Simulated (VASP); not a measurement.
Write the native input for VASP 6.6.1 that does the following.

```
Task                   : single point
Functional             : LDA
Potentials or basis    : VASP PAW LDA potentials, release 64 (Sn_d, Te)
Cutoff                 : 520 eV
k mesh                 : 12 × 12 × 12
Occupations            : gaussian, width 0.15 eV
Spin                   : no spin polarisation
Dipole correction      : no
Further INCAR settings : ALGO = Normal; EDIFF = 1e-07; NBANDS = 17
```

The structure of SnTe lies in POSCAR:

```
SnTe
1.0
    3.7582737500      0.0000000000      0.0000000000
    0.0000000000      3.9047000000      0.0000000000
    0.0000000000      0.0000000000      3.9047000000
Sn Te
1 1
Direct
    0.0000000000      0.0000000000      0.0000000000
    0.5000000000      0.5000000000      0.5000000000
```

This cell differs from its parent crystal: strain -0.0375 x Voigt [1, 0, 0, 0, 0, 0].

These files were run (other wordings do the same):

INCAR

```
PREC = Accurate ; ENCUT = 520
EDIFF = 1E-7 ; ISMEAR = 0
SIGMA = 0.15 ; LREAL = F
LASPH = T ; NELM = 80
ALGO = Normal ; ISIF = 2
LWAVE = F ; LCHARG = F
GGA = CA ; NBANDS = 17
```

KPOINTS

```
regular mesh
0
Gamma
  12 12 12
```

Potentials or basis: VASP PAW LDA potentials, release 64 (Sn_d, Te).

The run is started by

```sh
$ cat potpaw_LDA.64/Sn_d/POTCAR potpaw_LDA.64/Te/POTCAR > POTCAR
$ mpirun -np 1 vasp_std > vasp.out
```

It gave:

The pressure is -2.7 GPa and the band gap on the k mesh is zero (bands 10 and 11 overlap by 2.11 eV).

Caveat: the cell differs from its parent crystal (strain -0.0375 x Voigt [1, 0, 0, 0, 0, 0]); spin-orbit coupling is left out, which moves the levels of the heavy elements.

Wall time 68 s on 1 thread of AMD EPYC 9R45 96-Core Processor (Zen 5), on a shared host, peak memory 0.27 GiB.
